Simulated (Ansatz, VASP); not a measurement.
AlAs in VASP and in Ansatz

The input INCAR:

```
SYSTEM = AlAs
PREC = Accurate
ENCUT = 500
EDIFF = 1E-6
ISMEAR = 0
SIGMA = 0.02
LREAL = .False.
LASPH = .True.
NELM = 120
ALGO = Normal
ISIF = 2
LWAVE = .False.
LCHARG = .False.
GGA = PE
NBANDS = 11
GGA_COMPAT = .False.
```

The input KPOINTS:

```
regular mesh
0
Gamma
  8 8 8
  0 0 0
```

The input POSCAR:

```
AlAs
1.0
    0.0000000000      2.8053451730      2.8053451730
    2.8053451730      0.0000000000      2.8053451730
    2.8053451730      2.8053451730      0.0000000000
Al As
1 1
Direct
    0.0000000000      0.0000000000      0.0000000000
    0.2500000000      0.2500000000      0.2500000000
```

Input for Ansatz:

```yaml
crystal:
  lattice:
    - [0.0, 2.8053451728, 2.8053451728]
    - [2.8053451728, 0.0, 2.8053451728]
    - [2.8053451728, 2.8053451728, 0.0]
  atoms:
    - { symbol: Al, position: [0.0, 0.0, 0.0] }
    - { symbol: As, position: [0.25, 0.25, 0.25] }
basis:
  ecutwfc: 420
kpoints:
  mp_grid: { grid: [8, 8, 8] }
hamiltonian:
  xc: pbe
scf:
  occupations: { method: gaussian, width: 0.02 }
output:
  forces: true
  stress: true
  eigenvalues: true
```

Alike in both runs: task single point; functional PBE; k mesh 8 × 8 × 8; occupations gaussian, width 0.02 eV; no spin polarisation.

|  | VASP | Ansatz |
| --- | --- | --- |
| version | VASP 6.6.1 | Ansatz 0.2.0 |
| potentials or method | VASP PAW PBE potentials, release 64 (Al, As), cutoff 500 eV | scalar-relativistic, plane waves, PAW |
| valence electrons in the cell | 8 | 18 |

|  | VASP | Ansatz | Ansatz less VASP |
| --- | --- | --- | --- |
| gap on the k mesh at the Fermi level (eV) | 1.39 | 1.40 | +0.011 |
| least direct gap on the mesh (eV) | 2.28 | 2.27 | -0.008 |
| pressure (GPa) | 5.0 | 4.8 | -0.21 |

VASP's potentials hold 8 valence electrons a cell and Ansatz's 18, so a difference there can come from the potentials and not from the codes.
